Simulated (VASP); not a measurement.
BN:

```xyz
4
Lattice="2.4982 0.0000 0.0000 -1.2491 2.1635 0.0000 0.0000 0.0000 6.6357" Properties=species:S:1:pos:R:3 pbc="T T T"
B     0.0000    1.4424    1.6589
B     1.2491    0.7212    4.9768
N     0.0000    1.4424    4.9768
N     1.2491    0.7212    1.6589
```

```yaml
Program: VASP 6.6.1
Task: relaxation of cell and atoms
Functional: PBE
Potentials_or_basis: VASP PAW PBE potentials, release 64 (B_h, N_h)
Cutoff: 910 eV
k_mesh: 7 × 7 × 3
Occupations: gaussian, width 0.01 eV
Spin: no spin polarisation
```

At the start: pressure 4.7 GPa; volume 8.97 Å³/atom.

Question: How do energy, volume and symmetry change on relaxing?

Answer: Over 6 steps the energy falls by 6.6 meV/atom and the volume is 9.68 Å³/atom (+8.0 %); space group P6_3/mmc (No. 194, to 0.05 Å).

The path:
```tsv
step	energy change (eV)	largest force (eV/Å)	pressure (GPa)	volume (Å³)
1	0.0000	0.0000	4.66	35.87
2	0.0140	0.0000	-6.17	37.23
3	-0.0079	0.0000	0.41	36.38
4	-0.0114	0.0000	0.35	36.61
5	-0.0196	0.0000	0.18	37.32
6	-0.0264	0.0000	-0.13	38.72
```

Final structure:
```
B N
1.0
     2.51107    0.00000    0.00000
    -1.25553    2.17465    0.00000
     0.00000    0.00000    7.09153
B N
2 2
Direct
  0.33333 0.66667 0.25000
  0.66667 0.33333 0.75000
  0.33333 0.66667 0.75000
  0.66667 0.33333 0.25000
```

Caveat: the cutoff is under 1.25 times the usual one of these potentials, so pressure, stress and relaxed cells hold a basis-set (Pulay) error; this functional lacks dispersion, which binds the layers, so the pressure and a relaxed spacing across them are unreliable.
